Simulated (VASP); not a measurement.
Te: relaxation of cell and atoms with PBE

Crystal: Te.

```
Te
1.0
     3.39927   -2.24666    0.00000
     3.39927    2.24666    0.00000
     0.00000    0.00000    9.16467
Te
4
Direct
  0.85000 0.15000 0.11700
  0.65000 0.35000 0.61700
  0.15000 0.85000 0.88300
  0.35000 0.65000 0.38300
```

```
Program                : VASP 6.6.1
Task                   : relaxation of cell and atoms
Functional             : PBE
Potentials or basis    : VASP PAW PBE potentials, release 64 (Te)
Cutoff                 : 600 eV
k mesh                 : 4 × 4 × 2
Occupations            : gaussian, width 0.1 eV
Spin                   : no spin polarisation
Dipole correction      : no
Further INCAR settings : ALGO = Normal; EDIFF = 1e-06; IBRION = 2; EDIFFG = -0.04; NSW = 90; ISIF = 3
```

```json
{"Relaxed volume": "38.21 Å³/atom", "Relaxed cell": "a = 4.753 Å, b = 4.753 Å, c = 8.467 Å, α = 90.00°, β = 90.00°, γ = 53.03°", "Space group after relaxing (to 0.1 Å)": "I4/mmm (No. 139)", "Energy gained by relaxing": "349.4 meV/atom", "Ionic steps": "54", "Pressure after relaxing": "0.1 GPa", "Largest force after relaxing": "0.024 eV/Å", "Band gap on the k mesh": "zero (bands 12 and 13 overlap by 1.47 eV)"}
```

Forces in eV/Å, atoms in the order of the input:
```
Te   0.000  0.024  0.001
Te   0.000 -0.024  0.001
Te   0.000 -0.024 -0.001
Te   0.000  0.024 -0.001
```

Stress tensor (GPa, compression positive):
```
0.00 0.00 0.00
0.00 0.09 0.00
0.00 0.00 0.11
```

The path:
```csv
step,energy change (eV),largest force (eV/Å),pressure (GPa),volume (Å³)
1,0.0000,1.8215,4.11,139.98
3,-0.2588,0.1859,-0.82,148.01
5,-0.2599,0.2451,-0.54,147.39
7,-0.3575,0.4801,0.48,139.47
9,-0.4318,0.7309,2.33,132.22
11,-0.4443,0.7460,3.23,129.84
13,-0.4727,0.7085,3.99,128.28
15,-0.4794,0.6846,4.57,127.31
17,-0.5775,0.5122,3.79,129.35
19,-0.7579,0.3878,2.15,138.63
21,-0.8213,0.1395,-0.09,144.67
23,-0.9036,0.1849,0.18,147.46
25,-0.9639,0.4734,1.26,152.53
27,-1.0446,0.5015,-0.20,161.87
29,-1.0662,0.4423,-1.10,170.33
31,-1.1648,0.4442,-0.91,179.24
33,-1.2163,0.3545,-0.61,186.50
35,-1.3254,0.2342,0.71,183.08
37,-1.3541,0.0999,-0.22,187.20
39,-1.3585,0.0248,0.03,185.36
41,-1.3606,0.0231,-0.17,184.97
43,-1.3613,0.0407,-0.04,183.20
45,-1.3670,0.0291,0.00,178.45
47,-1.3900,0.0248,0.21,157.30
49,-1.3928,0.0293,0.12,155.47
51,-1.3952,0.0344,0.00,152.73
53,-1.3974,0.0201,0.10,152.86
54,-1.3978,0.0239,0.07,152.83
```

Final structure:
```xyz
4
Lattice="4.2535 -2.1219 0.0000 4.2535 2.1219 0.0000 0.0000 0.0000 8.4668" Properties=species:S:1:pos:R:3 pbc="T T T"
Te    4.2535   -1.0657    1.0583
Te    4.2535   -1.0562    5.2917
Te    4.2535    1.0657    7.4086
Te    4.2535    1.0562    3.1751
```

Levels at points of the mesh, in eV from the Fermi level:
```csv
k point,band 9,band 10,band 11,band 12,band 13,band 14,band 15,band 16
"(0.00, 0.00, 0.00)",-1.33,-0.68,-0.68,-0.62,-0.62,1.14,3.24,3.41
"(0.50, 0.00, 0.00)",-1.40,-1.40,-0.94,-0.94,-0.69,-0.69,4.31,4.31
"(0.50, 0.50, 0.00)",-2.13,-1.51,-1.51,-0.83,-0.83,1.15,3.24,3.26
"(0.00, 0.00, 0.50)",-1.75,-1.75,0.64,0.64,1.30,1.30,1.73,1.73
"(0.50, 0.00, 0.50)",-1.24,-1.24,-1.22,-1.22,2.89,2.89,2.91,2.91
"(0.50, 0.50, 0.50)",-2.66,-2.66,-0.14,-0.14,1.12,1.12,1.54,1.54
```

Run time: 21 min on 1 thread of Intel(R) Xeon(R) Platinum 8259CL CPU @ 2.50GHz (Skylake/Cascade Lake), with other jobs on the host, peak memory 0.34 GiB.

Caveat: the k points lie up to 0.41 Å⁻¹ apart in the final cell, too coarse for converged energies and pressures of a metal; a cell axis changed by over 15 % at a fixed basis, so the end point is rough; spin-orbit coupling is left out, which moves the levels of the heavy elements.
